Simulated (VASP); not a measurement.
A run of VASP 6.6.1:

INCAR

```
SYSTEM = TiC
PREC = Accurate ; ENCUT = 520
EDIFF = 1E-7 ; ISMEAR = 0
SIGMA = 0.15 ; LREAL = .FALSE.
LASPH = .TRUE. ; NELM = 60
ALGO = Normal ; ISIF = 2
LWAVE = .FALSE. ; LCHARG = .TRUE.
GGA = PS ; LELF = .TRUE.
LVHAR = .TRUE. ; NBANDS = 15
```

KPOINTS

```
Automatic mesh
0
G
  18 18 18
  0 0 0
```

File POSCAR:

```
TiC
1.0
    0.0000000000      2.1964600000      2.2289200000
    2.1964600000      0.0000000000      2.2289200000
    2.1964600000      2.1964600000      0.0000000000
Ti C
1 1
Direct
    0.0000000000      0.0000000000      0.0000000000
    0.5000000000      0.5000000000      0.5000000000
```

Potentials or basis: VASP PAW PBE potentials, release 64 (Ti_sv, C).

Launch:

```console
$ cat potpaw_PBE.64/Ti_sv/POTCAR potpaw_PBE.64/C/POTCAR > POTCAR
$ mpirun -np 1 vasp_std > vasp.out
```

Hardware: 1 thread of AMD EPYC 9R45 96-Core Processor (Zen 5) (shared host).

**Question.** How long does it take, and how much memory?

**Answer.** It took 110 s on 1 thread of AMD EPYC 9R45 96-Core Processor (Zen 5) (shared host), peak memory 0.24 GiB. Counts: scf iterations 18, k points 480.
